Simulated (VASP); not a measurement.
Ti, 1 atom in the cell. The structure is tetragonal, space group I4/mmm (No. 139). The conventional cell has a = 2.986 Å, b = 2.986 Å, c = 3.735 Å, α = 90.00°, β = 90.00°, γ = 90.00°. Within 3.8 Å of Ti (site symmetry 4/mmm) lie 14 Ti at 2.82 to 3.74 Å.  This cell differs from its parent crystal: strain +0.040 along x and y, -0.080 along z.

| Quantity | Value |
| --- | --- |
| Program | VASP 6.6.1 |
| Task | single point |
| Functional | r2SCAN |
| Potentials or basis | VASP PAW PBE potentials, release 64 (Ti_sv) |
| Cutoff | 520 eV |
| k mesh | 20 × 20 × 20 |
| Occupations | gaussian, width 0.15 eV |
| Spin | no spin polarisation |
| Dipole correction | no |
| Further INCAR settings | ALGO = Normal; EDIFF = 1e-06; NBANDS = 12 |

Potentials or basis: VASP PAW PBE potentials, release 64 (Ti_sv).

Command:

```sh
$ cat potpaw_PBE.64/Ti_sv/POTCAR > POTCAR
$ cp INCAR.step1 INCAR
$ mpirun -np 1 vasp_std > vasp.out
$ cp INCAR.step2 INCAR
$ mpirun -np 1 vasp_std > vasp.out
```

Hardware: 1 thread of Intel(R) Xeon(R) Platinum 8259CL CPU @ 2.50GHz (Skylake/Cascade Lake), with other jobs on the host.

Estimate the wall time of this run.

Wall time 6.2 min on 1 thread of Intel(R) Xeon(R) Platinum 8259CL CPU @ 2.50GHz (Skylake/Cascade Lake), with other jobs on the host, peak memory 0.25 GiB. Counts: k points 641.
